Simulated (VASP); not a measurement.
Here is a VASP 6.6.1 calculation.

Contents of INCAR:

```
SYSTEM = P
ALGO = Normal
EDIFF = 1E-7
ENCUT = 520
GGA = PS
ISIF = 2
ISMEAR = 0
LASPH = .TRUE.
LCHARG = .FALSE.
LREAL = .FALSE.
LWAVE = .FALSE.
NBANDS = 18
NELM = 60
PREC = Accurate
SIGMA = 0.15
```

File KPOINTS:

```
k-points
0
G
  16 16 12
  0 0 0
```

Contents of POSCAR:

```
P
1.0
    1.6587070759     -5.1453559977      0.0000000000
    1.6587070759      5.1453559977      0.0000000000
    0.0000000000      0.0000000000      4.1971725448
P
4
Direct
    0.1001409824      0.8998590176      0.9605671550
    0.6001409824      0.3998590176      0.5394328450
    0.8998590176      0.1001409824      0.0394328450
    0.3998590176      0.6001409824      0.4605671550
```

Potentials or basis: VASP PAW PBE potentials, release 64 (P).

Run with:

```console
$ cat potpaw_PBE.64/P/POTCAR > POTCAR
$ mpirun -np 1 vasp_std > vasp.out
```

What does it give for the pressure?

-0.6 GPa.

What does it give for the largest force?

2.343 eV/Å.

Predict the band gap on the k mesh.

zero (bands 10 and 11 overlap by 1.04 eV).

Forces on the atoms (eV/Å):
```
P    0.000 -1.597 -1.714
P    0.000 -1.597  1.714
P    0.000  1.597  1.714
P    0.000  1.597 -1.714
```

Caveat: the cell differs from its parent crystal (atoms displaced along a vibrational mode); the stress differs along the axes, from -13 to 13 GPa; the PAW data sets were made with another functional, which shifts forces and pressure a little.
